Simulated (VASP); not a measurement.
# Ga: single point with PBEsol

Crystal: Ga.

```
CELL_PARAMETERS angstrom
-1.40866 1.40866 2.23641
1.40866 -1.40866 2.23641
1.40866 1.40866 -2.23641
ATOMIC_POSITIONS crystal
Ga 0.00000 0.00000 0.00000
```

This cell differs from its parent crystal: volume scaled by 1.01.

```json
{"Program": "VASP 6.6.1", "Task": "single point", "Functional": "PBEsol", "Potentials or basis": "VASP PAW PBE potentials, release 64 (Ga_d)", "Cutoff": "520 eV", "k mesh": "16 × 16 × 16", "Occupations": "fermi-dirac, width 0.03 eV", "Spin": "no spin polarisation", "Dipole correction": "no", "Further INCAR settings": "ALGO = Normal; EDIFF = 1e-07; NBANDS = 12"}
```

The pressure is 0.1 GPa.

Stress tensor (GPa, compression positive):
```
 0.28  0.00  0.00
 0.00  0.28  0.00
 0.00  0.00 -0.41
```

Levels at points of the mesh, in eV from the Fermi level:
```
           k point  band 4  band 5  band 6  band 7  band 8  band 9
(0.00, 0.00, 0.00)  -14.82  -14.68  -11.52   12.91   12.91   12.94
(0.50, 0.00, 0.00)  -14.65  -14.61   -4.95   -4.24    8.69   11.82
(0.50, 0.50, 0.00)  -14.64  -14.53   -2.22   -1.35    4.13    5.03
(0.50, 0.50, 0.50)  -14.61  -14.61   -3.83   -3.63    6.52    6.52
```

Wall time 34 s on 1 thread of Intel(R) Xeon(R) Platinum 8559C (Emerald Rapids) (shared host), peak memory 0.19 GiB.

Caveat: the PAW data sets were made with another functional, which shifts forces and pressure a little.
